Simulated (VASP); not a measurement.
# MgS (F-43m) in VASP: further runs

Runs on MgS. Level: PBE. Tasks: single point.

All numbers are computed with VASP 6.6.1; they aren't measurements. Logs are shortened: lines on timing, memory, paths and dates and some standing lists are left out, and cuts for length are marked.

### 1 The cell of the first run

Symmetry: F-43m, No. 216, cubic system. The conventional cell has a = 5.622 Å, b = 5.622 Å, c = 5.622 Å, α = 90.00°, β = 90.00°, γ = 90.00°. Mg (site symmetry -43m) has 4 S at 2.43 Å within 3.2 Å. Within 3.2 Å of S (site symmetry -43m) lie 4 Mg at 2.43 Å.

### 2 Single point, PBE

INCAR

```
SYSTEM = MgS
PREC = Accurate
ENCUT = 600
EDIFF = 1E-6
ISMEAR = 0
SIGMA = 0.01
LREAL = .False.
LASPH = .True.
NELM = 120
ALGO = Normal
ISIF = 2
LWAVE = .False.
LCHARG = .True.
GGA = PE
LELF = .True.
LVHAR = .True.
NBANDS = 11
GGA_COMPAT = .False.
```

KPOINTS

```
regular mesh
0
Gamma
  3 3 3
  0 0 0
```

POSCAR

```
MgS
1.0
    0.0000000000      2.8110000000      2.8110000000
    2.8110000000      0.0000000000      2.8110000000
    2.8110000000      2.8110000000      0.0000000000
Mg S
1 1
Direct
    0.0000000000      0.0000000000      0.0000000000
    0.2500000000      0.2500000000      0.2500000000
```

Potentials or basis: VASP PAW PBE potentials, release 64 (Mg, S).

Launch:

```bash
cat potpaw_PBE.64/Mg/POTCAR potpaw_PBE.64/S/POTCAR > POTCAR
mpirun -np 1 vasp_std > vasp.out
```

OUTCAR:

```text
SYSTEM = MgS
   PREC = Accurate
   ENCUT = 600
   EDIFF = 1E-6
   ISMEAR = 0
   LREAL = .False.
   LASPH = .True.
   NELM = 120
   ISIF = 2
   GGA = PE

 ion  position               nearest neighbor table
   1  0.000  0.000  0.000-   2 2.43   2 2.43   2 2.43   2 2.43
   2  0.250  0.250  0.250-   1 2.43   1 2.43   1 2.43   1 2.43

  LATTYP: Found a face centered cubic cell.
 ALAT       =     5.6220000000

  Lattice vectors:

 A1 = (   0.0000000000,   2.8110000000,   2.8110000000)
 A2 = (   2.8110000000,   0.0000000000,   2.8110000000)
 A3 = (   2.8110000000,   2.8110000000,   0.0000000000)

Analysis of symmetry for initial positions (statically):
=====================================================================
 Subroutine PRICEL returns:
 Original cell was already a primitive cell.

 Routine SETGRP: Setting up the symmetry group for a
 face centered cubic supercell.

 Subroutine GETGRP returns: Found 24 space group operations
 (whereof 24 operations were pure point group operations)
 out of a pool of 48 trial point group operations.

The static configuration has the point symmetry T_d .

Analysis of symmetry for dynamics (positions and initial velocities):
=====================================================================
 Subroutine PRICEL returns:
 Original cell was already a primitive cell.

 Routine SETGRP: Setting up the symmetry group for a
 face centered cubic supercell.

 Subroutine GETGRP returns: Found 24 space group operations
 (whereof 24 operations were pure point group operations)
 out of a pool of 48 trial point group operations.

The dynamic configuration has the point symmetry T_d .

 Subroutine INISYM returns: Found 24 space group operations
 (whereof 24 operations are pure point group operations),
 and found     1 'primitive' translations

----------------------------------------------------------------------------------------

                                     Primitive cell

  volume of cell :      44.4235

  direct lattice vectors                    reciprocal lattice vectors
     0.000000000  2.811000000  2.811000000    -0.177872643  0.177872643  0.177872643
     2.811000000  0.000000000  2.811000000     0.177872643 -0.177872643  0.177872643
     2.811000000  2.811000000  0.000000000     0.177872643  0.177872643 -0.177872643

  length of vectors
     3.975354324  3.975354324  3.975354324     0.308084455  0.308084455  0.308084455

  position of ions in fractional coordinates (direct lattice)
     0.000000000  0.000000000  0.000000000
[... 64 lines left out ...]
   ISYM   =      2    0-nonsym 1-usesym 2-fastsym
   POTIM  = 0.5000    time-step for ionic-motion
   TEBEG  =    0.0;   TEEND  =   0.0 temperature during run
   PSTRESS=    0.0 pullay stress
   NELECT =       8.0000    total number of electrons
   NUPDOWN=      -1.0000    fix difference up-down
   EMIN   =  10.00;   EMAX   =-10.00  energy-range for DOS
   EFERMI =   0.00;   METHOD = LEGACY
   ISMEAR =     0;   SIGMA  =   0.01  broadening in eV -4-tet -1-fermi 0-gaus
   EFERMI_NEDOS =   21; number of points for ismear=-14 and -15
   IALGO  =     38    algorithm
   IMIX   =      4    mixing-type and parameters
     AMIX     =   0.40;   BMIX     =  1.00
     AMIX_MAG =   1.60;   BMIX_MAG =  1.00
  volume/ion in A,a.u.               =      22.21       149.89
  Fermi-wavevector in a.u.,A,eV,Ry     =   0.924487  1.747026 11.628567  0.854676
  Thomas-Fermi vector in A             =   2.050238
   LORBIT       =      0    0 simple, 1 ext, 2 COOP (PROOUT), +10 PAW based schemes
   GGA     = PE    functional components
   LHFCALC =     F    Hartree Fock is set to
   AEXX    =    0.0000 exact exchange contribution
   IVDW    =     0    specifies the selected vdW correction
   LEPSILON=     F    determine dielectric tensor
   LRPA    =     F    only Hartree local field effects (RPA)
 non-spin polarized calculation
 Gauss-broadening in eV      SIGMA  =   0.01
  energy-cutoff  :      600.00
  volume of cell :       44.42
 maximum number of plane-waves:      1484
   NGX = 15   NGY = 15   NGZ = 15

 number of electron       7.9999999 magnetization

 Free energy of the ion-electron system (eV)
  ---------------------------------------------------
  ext. energy  EPLUGINS =         0.00000000
  ---------------------------------------------------
  free energy    TOTEN  =        -8.36788292 eV

  energy without entropy =       -8.36788292  energy(sigma->0) =       -8.36788292

 E-fermi :   1.3459     XC(G=0):  -8.4483

 val. band max:        1.2529619531   @ k =   0.0000   0.0000   0.0000
 cond. band min:       4.7972784931   @ k =   0.0000   0.0000   0.0000
 fundamental gap:      3.5443165400
 Fermi energy:         1.3459465988

 k-point     1 :       0.0000    0.0000    0.0000
  band No.  band energies     occupation
      1     -10.0811      2.00000
      2       1.2530      2.00000
      3       1.2530      2.00000
      4       1.2530      2.00000
      5       4.7973      0.00000
      6       9.2221      0.00000
      7       9.2221      0.00000
      8       9.2221      0.00000
      9      12.0963      0.00000
     10      12.0963      0.00000
     11      15.1190      0.00000
[... 29 lines left out ...]
 k-point     4 :      -0.3333    0.3333    0.0000
  band No.  band energies     occupation
      1      -9.1846      2.00000
      2      -1.2119      2.00000
      3      -0.7969      2.00000
      4       0.5692      2.00000
      5       6.5430      0.00000
      6       8.7288      0.00000
      7      10.2870      0.00000
      8      10.8026      0.00000
      9      12.4058      0.00000
     10      12.6622      0.00000
     11      17.5929      0.00000

------------------------ aborting loop because EDIFF is reached ----------------------------------------

  FORCE on cell =-STRESS in cart. coord.  units (eV):
  Direction    XX          YY          ZZ          XY          YZ          ZX
  --------------------------------------------------------------------------------------
  -------------------------------------------------------------------------------------
  Total        0.7714793      0.7714793      0.7714793     -0.0000000      0.0000000     -0.0000000
  in kB       27.8241782     27.8241782     27.8241782     -0.0000000      0.0000000     -0.0000000
  external PRESSURE =      27.8241782 kB  Pullay stress =       0.0000000 kB

 VOLUME and BASIS-vectors are now :
 -----------------------------------------------------------------------------
  energy-cutoff  :      600.00
  volume of cell :       44.42
      direct lattice vectors                 reciprocal lattice vectors
     0.000000000  2.811000000  2.811000000    -0.177872643  0.177872643  0.177872643
     2.811000000  0.000000000  2.811000000     0.177872643 -0.177872643  0.177872643
     2.811000000  2.811000000  0.000000000     0.177872643  0.177872643 -0.177872643

 POSITION                                       TOTAL-FORCE (eV/Angst)
 -----------------------------------------------------------------------------------
      0.00000      0.00000      0.00000        -0.000000      0.000000     -0.000000
      1.40550      1.40550      1.40550         0.000000     -0.000000      0.000000
 -----------------------------------------------------------------------------------
    total drift:                                0.000000      0.000000      0.000000

  FREE ENERGIE OF THE ION-ELECTRON SYSTEM (eV)
  ---------------------------------------------------
  free  energy   TOTEN  =        -8.3678829234 eV

  energy  without entropy=       -8.3678829234  energy(sigma->0) =       -8.36788292
```

stdout:

```text
POSCAR found type information on POSCAR MgS
 POSCAR found :  2 types and       2 ions
 scaLAPACK will be used
 LDA part: xc-table for (Slater+PW92), standard interpolation
 POSCAR, INCAR and KPOINTS ok, starting setup
 FFT: planning ... GRIDC
 FFT: planning ... GRID_SOFT
 FFT: planning ... GRID
 WAVECAR not read
 entering main loop
```

It took 5.5 s on 1 thread of Intel Xeon 6975P-C, shared host; peak memory 0.17 GiB.

What came out:

```
Free energy            : -8.3679 eV
Pressure               : 2.8 GPa
Band gap on the k mesh : 3.54 eV, direct
```

Caveat: the k points lie up to 0.65 Å⁻¹ apart. PBE gaps usually lie below the measured ones, often by a third to a half.

### 3 Single point, PBE

INCAR

```
PREC = Accurate
ENCUT = 600
EDIFF = 1E-6
ISMEAR = 0
SIGMA = 0.01
LREAL = F
LASPH = T
NELM = 120
ALGO = Normal
ISIF = 2
LWAVE = F
LCHARG = F
GGA = PE
NBANDS = 11
GGA_COMPAT = F
```

KPOINTS

```
Automatic mesh
0
Gamma
  3 3 3
```

POSCAR is that of step 2.

Potentials or basis: VASP PAW PBE potentials, release 64 (Mg, S).

Launch:

```bash
cat potpaw_PBE.64/Mg/POTCAR potpaw_PBE.64/S/POTCAR > POTCAR
mpirun -np 1 vasp_std > vasp.out
```

Run time: 5 s. Hardware: 1 thread of Intel Xeon 6975P-C, shared host; peak memory 0.17 GiB.

Results (log left out):

```yaml
Free_energy: -8.3679 eV
Pressure: 2.8 GPa
Band_gap_on_the_k_mesh: 3.54 eV, direct
```

Levels at points of the mesh, in eV from the valence-band top:
```
           k point  band 1  band 2  band 3  band 4  band 5  band 6  band 7  band 8  band 9
(0.00, 0.00, 0.00)  -11.33    0.00    0.00    0.00    3.54    7.97    7.97    7.97   10.84
```

Caveat: the k points lie up to 0.65 Å⁻¹ apart. Expect the measured gap to be larger: semilocal functionals such as PBE lack the derivative discontinuity.

### 4 Single point, PBE

INCAR

```
SYSTEM = MgS
  PREC = Accurate
  ENCUT = 600
  EDIFF = 1E-6
  ISMEAR = 0
  SIGMA = 0.01
  LREAL = .False.
  LASPH = .True.
  NELM = 120
  ALGO = Normal
  ISIF = 2
  LWAVE = .False.
  LCHARG = .False.
  GGA = PE
  NBANDS = 11
  GGA_COMPAT = .False.
```

KPOINTS

```
Automatic mesh
0
Gamma
  4 4 4
  0 0 0
```

POSCAR is that of step 3.

Launch:

```bash
cat potpaw_PBE.64/Mg/POTCAR potpaw_PBE.64/S/POTCAR > POTCAR
mpirun -np 1 vasp_std > vasp.out
```

Run time: 6 s. Hardware: 1 thread of Intel Xeon 6975P-C, shared host; peak memory 0.17 GiB.

Results (log left out):

| Property | Result |
| --- | --- |
| Free energy | -8.4466 eV |
| Pressure | 2.4 GPa |
| Band gap on the k mesh | 3.56 eV, direct |

Levels at points of the mesh, in eV from the valence-band top:
```tsv
k point	band 1	band 2	band 3	band 4	band 5	band 6	band 7	band 8	band 9
(0.00, 0.00, 0.00)	-11.34	0.00	0.00	0.00	3.56	8.00	8.00	8.00	10.87
(0.50, 0.00, 0.00)	-10.62	-3.20	-0.33	-0.33	5.19	7.66	7.66	8.71	13.05
(0.50, 0.50, 0.00)	-10.39	-2.87	-1.06	-1.06	3.86	5.67	11.36	12.46	12.46
```

Caveat: the k points lie up to 0.48 Å⁻¹ apart.

### 5 Single point, PBE

INCAR

```
  ALGO = Normal
  EDIFF = 1E-6
  ENCUT = 600
  GGA = PE
  GGA_COMPAT = False
  ISIF = 2
  ISMEAR = 0
  LASPH = True
  LCHARG = False
  LREAL = False
  LWAVE = False
  NBANDS = 11
  NELM = 120
  PREC = Accurate
  SIGMA = 0.01
```

KPOINTS

```
k-points
0
Gamma
  4 4 4
```

POSCAR is that of step 4.

Launch:

```bash
cat potpaw_PBE.64/Mg/POTCAR potpaw_PBE.64/S/POTCAR > POTCAR
mpirun -np 1 vasp_std > vasp.out
```

Run time: 6.5 s. Hardware: 1 thread of Intel Xeon 6975P-C, shared host; peak memory 0.17 GiB.

The run converged. Its results:

| Property | Result |
| --- | --- |
| Free energy | -8.4466 eV |
| Pressure | 2.4 GPa |
| Band gap on the k mesh | 3.56 eV, direct |

Levels at points of the mesh, in eV from the valence-band top:
| k point | band 2 | band 3 | band 4 | band 5 | band 6 | band 7 |
| --- | --- | --- | --- | --- | --- | --- |
| (0.00, 0.00, 0.00) | 0.00 | 0.00 | 0.00 | 3.56 | 8.00 | 8.00 |
| (0.50, 0.00, 0.00) | -3.20 | -0.33 | -0.33 | 5.19 | 7.66 | 7.66 |
| (0.50, 0.50, 0.00) | -2.87 | -1.06 | -1.06 | 3.86 | 5.67 | 11.36 |

Caveat: the k points lie up to 0.48 Å⁻¹ apart.
